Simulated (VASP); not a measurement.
A run of VASP 6.6.1 is set up as follows.

File INCAR:

```
SYSTEM = Ba
PREC = Accurate
ENCUT = 520
EDIFF = 1E-6
ISMEAR = -1
SIGMA = 0.05
LREAL = .False.
LASPH = .True.
NELM = 100
ALGO = Normal
ISIF = 2
LWAVE = .False.
LCHARG = .False.
GGA = PE
NBANDS = 11
```

The input KPOINTS:

```
Automatic mesh
0
Gamma
  10 10 10
  0 0 0
```

The input POSCAR:

```
Ba
1.0
   -2.5253813615      2.5253813615      2.4500000000
    2.5253813615     -2.5253813615      2.4500000000
    2.5253813615      2.5253813615     -2.4500000000
Ba
1
Direct
    0.0000000000      0.0000000000      0.0000000000
```

Potentials or basis: VASP PAW PBE potentials, release 64 (Ba_sv).

Run with:

```sh
$ cat potpaw_PBE.64/Ba_sv/POTCAR > POTCAR
$ mpirun -np 1 vasp_std > vasp.out
```

Problem. Estimate the pressure.

Solution. 0.2 GPa.

Problem. Estimate the band gap on the k mesh.

Solution. Zero (band 5 reaches 2.06 eV, above the bottom of band 6 at 1.14 eV).

Stress tensor (GPa, compression positive):
```
0.11 0.00 0.00
0.00 0.11 0.00
0.00 0.00 0.27
```

Caveat: spin-orbit coupling is left out, which moves the levels of the heavy elements.
